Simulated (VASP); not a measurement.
Set up this calculation in VASP 6.6.1, as the native input.

```yaml
Task: electric field gradients
Functional: PBE
Potentials_or_basis: VASP PAW PBE potentials, release 64 (Ca_sv, Se)
Cutoff: 520 eV
k_mesh: 7 × 7 × 7
Occupations: fermi-dirac, width 0.02 eV
Spin: no spin polarisation
Dipole_correction: no
Further_INCAR_settings: ALGO = Normal; EDIFF = 1e-08; NBANDS = 15
```

The structure of CaSe lies in POSCAR:

```
CaSe
1.0
    0.0000000000      2.9560000000      2.9560000000
    2.9560000000      0.0000000000      2.9560000000
    2.9560000000      2.9560000000      0.0000000000
Ca Se
1 1
Direct
    0.0000000000      0.0000000000      0.0478420162
    0.5000000000      0.5000000000      0.5000000000
```

This cell differs from its parent crystal: atom 1 (Ca) moved by [0.141421, 0.141421, 0.0] A.

The input as run:

INCAR

```
ALGO     = Normal         # electronic algorithm
EDIFF    = 1E-8           # SCF threshold, eV
ENCUT    = 520            # plane-wave cutoff, eV
GGA      = PE             # functional
ISIF     = 2              # what is computed and relaxed
ISMEAR   = -1             # smearing method
LASPH    = True           # aspherical terms in the spheres
LCHARG   = False          # write CHGCAR
LEFG     = True         
LREAL    = False          # projectors in reciprocal space
LWAVE    = False          # write WAVECAR
NBANDS   = 15             # bands
NELM     = 80             # most SCF steps
PREC     = Accurate       # precision mode
SIGMA    = 0.02           # smearing width, eV
```

KPOINTS

```
k-points
0
Gamma
  7 7 7
```

Potentials or basis: VASP PAW PBE potentials, release 64 (Ca_sv, Se).

Launch:

```sh
$ cat potpaw_PBE.64/Ca_sv/POTCAR potpaw_PBE.64/Se/POTCAR > POTCAR
$ mpirun -np 1 vasp_std > vasp.out
```

Results of the run:

```
Pressure               : 2.1 GPa
Largest force          : 0.651 eV/Å
Band gap on the k mesh : 2.22 eV, indirect (least direct gap 3.07 eV)
```

Caveat: the cell differs from its parent crystal (atom 1 (Ca) moved by [0.141421, 0.141421, 0.0] A); without QUAD_EFG the Cq values of the log hold for a quadrupole moment of 1 mb, not for the nuclei.

Wall time 90 s on 1 thread of AMD EPYC 7R13 Processor (Zen 3), on a shared host, peak memory 0.17 GiB.
